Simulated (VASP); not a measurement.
A run of VASP 6.6.1 is set up as follows.

File INCAR:

```
SYSTEM = PbSe
ALGO = Normal
EDIFF = 1E-7
ENCUT = 520
GGA = PE
ISIF = 2
ISMEAR = 0
LASPH = .TRUE.
LCHARG = .FALSE.
LREAL = .FALSE.
LWAVE = .FALSE.
NBANDS = 17
NELM = 80
PREC = Accurate
SIGMA = 0.01
```

Contents of KPOINTS:

```
k-points
0
G
  6 6 6
  0 0 0
```

File POSCAR:

```
PbSe
1.0
    0.0000000000      3.4139492389      3.4139492389
    3.4139492389      0.0000000000      3.4139492389
    3.4139492389      3.4139492389      0.0000000000
Pb Se
1 1
Direct
    0.0000000000      0.0000000000      0.0000000000
    0.2500000000      0.2500000000      0.2500000000
```

Potentials or basis: VASP PAW PBE potentials, release 64 (Pb_d, Se).

Run with:

```console
$ cat potpaw_PBE.64/Pb_d/POTCAR potpaw_PBE.64/Se/POTCAR > POTCAR
$ mpirun -np 1 vasp_std > vasp.out
```

Question: What does it give for the pressure?

Answer: 1.0 GPa.

Question: Predict the band gap on the k mesh.

Answer: 0.73 eV, indirect (least direct gap 1.14 eV).

Caveat: spin-orbit coupling is left out, which moves the levels of the heavy elements. A k mesh can miss the band edges.
